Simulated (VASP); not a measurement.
A run of VASP 6.6.1 is set up as follows.

INCAR

```
SYSTEM = Pb
ALGO = Fast
EDIFF = 1E-6
ENCUT = 520
GGA = CA
ISIF = 2
ISMEAR = 0
LASPH = .True.
LCHARG = .False.
LREAL = .False.
LWAVE = .False.
NBANDS = 21
NELM = 100
PREC = Accurate
SIGMA = 0.15
```

KPOINTS

```
k-points
0
Gamma
  12 12 12
  0 0 0
```

File POSCAR:

```
Pb
1.0
    0.0000000000      3.5765600577      3.4390000555
    3.3014400533      0.0000000000      3.4390000555
    3.3014400533      3.5765600577      0.0000000000
Pb
2
Direct
    0.5000000000      0.5000000000      0.5000000000
    0.7500000000      0.7500000000      0.7500000000
```

Potentials or basis: VASP PAW LDA potentials, release 64 (Pb_d).

Launch:

```bash
$ cat potpaw_LDA.64/Pb_d/POTCAR > POTCAR
$ mpirun -np 1 vasp_std > vasp.out
```

(1) Predict the band gap on the k mesh.

(2) Estimate the pressure.

Answers

(1) zero (bands 14 and 15 overlap by 0.95 eV).

(2) -0.7 GPa.

Caveat: the cell differs from its parent crystal (strain -0.0400 x Voigt [1, -1, 0, 0, 0, 0]); spin-orbit coupling is left out, which moves the levels of the heavy elements.
